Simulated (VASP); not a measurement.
A run of VASP 6.6.1:

The input INCAR:

```
PREC = Accurate
ENCUT = 520
EDIFF = 1E-6
ISMEAR = -1
SIGMA = 0.2
LREAL = F
LASPH = T
NELM = 60
ALGO = Normal
ISIF = 2
LWAVE = F
LCHARG = F
NBANDS = 12
```

KPOINTS

```
regular mesh
0
Gamma
  8 8 12
```

POSCAR

```
Be
1.0
    3.7468140000      0.0000000000      0.0000000000
    0.0000000000      3.7468140000      0.0000000000
    0.0000000000      0.0000000000      2.2812800000
Be
4
Direct
    0.2974080005      0.2974080005      0.0000000000
    0.7025919995      0.7025919995      0.0000000000
    0.2025919995      0.8240973424      0.5000000000
    0.7974080005      0.2025919995      0.5000000000
```

Potentials or basis: VASP PAW LDA potentials, release 64 (Be).

The run is started by

```sh
$ cat potpaw_LDA.64/Be/POTCAR > POTCAR
$ mpirun -np 1 vasp_std > vasp.out
```

Hardware: 1 thread of Intel Xeon 8259CL, with other jobs on the host.

Estimate the wall time of this run.

Wall time 62 s on 1 thread of Intel Xeon 8259CL (shared host), peak memory 0.18 GiB. Counts: scf iterations 10, k points 238.
